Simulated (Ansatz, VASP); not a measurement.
**In2P: VASP beside Ansatz**

```
In P
1.0
     6.36412    0.00000    0.00000
    -3.18206    5.51149    0.00000
     0.00000    0.00000    7.00144
In P
6 3
Direct
  0.41500 0.27200 0.21300
  0.72800 0.14300 0.54633
  0.85700 0.58500 0.87967
  0.27200 0.41500 0.78700
  0.14300 0.72800 0.45367
  0.58500 0.85700 0.12033
  0.46500 0.00000 0.33333
  0.00000 0.46500 0.66667
  0.53500 0.53500 0.00000
```

Alike in both runs: task single point; functional PBE; k mesh 3 × 3 × 4; occupations gaussian, width 0.1 eV; no spin polarisation.

|  | VASP | Ansatz |
| --- | --- | --- |
| version | VASP 6.6.1 | Ansatz 0.2.0 |
| potentials or method | VASP PAW PBE potentials, release 64 (In_d, P), cutoff 520 eV | scalar-relativistic, plane waves, PAW |
| valence electrons in the cell | 93 | 93 |

|  | VASP | Ansatz | Ansatz less VASP |
| --- | --- | --- | --- |
| gap on the k mesh at the Fermi level (eV) | none | none | - |
| rms of the force components (eV/Å) | 2.656 | 2.697 | +0.0405 |

Atom by atom the forces differ by 0.041 eV/Å (rms over components). A gap of «none» marks a metal or a gap that the smearing closes.

The k mesh is coarse, so the values compare programs but aren't converged.
